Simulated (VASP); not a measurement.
Wanted: the native input for a VASP 6.6.1 run.

| Item | Value |
| --- | --- |
| Task | single point |
| Functional | LDA |
| Potentials or basis | VASP PAW LDA potentials, release 64 (Mg, O) |
| Cutoff | 600 eV |
| k mesh | 10 × 10 × 10 |
| Occupations | gaussian, width 0.02 eV |
| Spin | no spin polarisation |
| Dipole correction | no |
| Further INCAR settings | ALGO = Normal; EDIFF = 1e-06; NBANDS = 11 |

The structure of MgO lies in POSCAR:

```
MgO
1.0
    0.0000000000      2.0803236596      2.0803236596
    2.0803236596      0.0000000000      2.0803236596
    2.0803236596      2.0803236596      0.0000000000
Mg O
1 1
Direct
    0.0000000000      0.0000000000      0.0000000000
    0.5000000000      0.5000000000      0.5000000000
```

One way to write it, as run:

INCAR

```
PREC = Accurate ; ENCUT = 600
EDIFF = 1E-6 ; ISMEAR = 0
SIGMA = 0.02 ; LREAL = F
LASPH = T ; NELM = 120
ALGO = Normal ; ISIF = 2
LWAVE = F ; LCHARG = F
NBANDS = 11 ; GGA_COMPAT = F
```

KPOINTS

```
regular mesh
0
Gamma
  10 10 10
```

Potentials or basis: VASP PAW LDA potentials, release 64 (Mg, O).

Run with:

```bash
$ cat potpaw_LDA.64/Mg/POTCAR potpaw_LDA.64/O/POTCAR > POTCAR
$ mpirun -np 1 vasp_std > vasp.out
```

It gave:

* Pressure: -2.1 GPa
* Band gap on the k mesh: 5.03 eV

Wall time 13 s on 1 thread of Intel Xeon 8259CL (shared host), peak memory 0.14 GiB.
